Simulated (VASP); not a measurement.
A run of VASP 6.6.1:

INCAR

```
PREC = Accurate ; ENCUT = 600
EDIFF = 1E-6 ; ISMEAR = -1
SIGMA = 0.15 ; LREAL = F
LASPH = T ; NELM = 120
ALGO = Normal ; ISIF = 2
LWAVE = F ; LCHARG = F
GGA = PS ; NBANDS = 13
GGA_COMPAT = F
```

The input KPOINTS:

```
Automatic mesh
0
Gamma
  7 7 4
```

POSCAR

```
SrMg
1.0
    4.0516740000      0.0000000000      0.0000000000
   -2.0258370000      3.5088526119      0.0000000000
    0.0000000000      0.0000000000      5.5893800000
Sr Mg
1 1
Direct
    0.0000000000      0.0000000000      0.0000000000
    0.6666666667      0.3333333333      0.5000000000
```

Potentials or basis: VASP PAW PBE potentials, release 64 (Sr_sv, Mg).

Run with:

```sh
$ cat potpaw_PBE.64/Sr_sv/POTCAR potpaw_PBE.64/Mg/POTCAR > POTCAR
$ mpirun -np 1 vasp_std > vasp.out
```

Hardware: 1 thread of AMD EPYC 7R13 Processor (Zen 3), with other jobs on the host.

Question: How long does it take, and how much memory?

Answer: Run time: 23 s on 1 thread of AMD EPYC 7R13 Processor (Zen 3), with other jobs on the host, peak memory 0.19 GiB. Counts: scf iterations 12, k points 24.
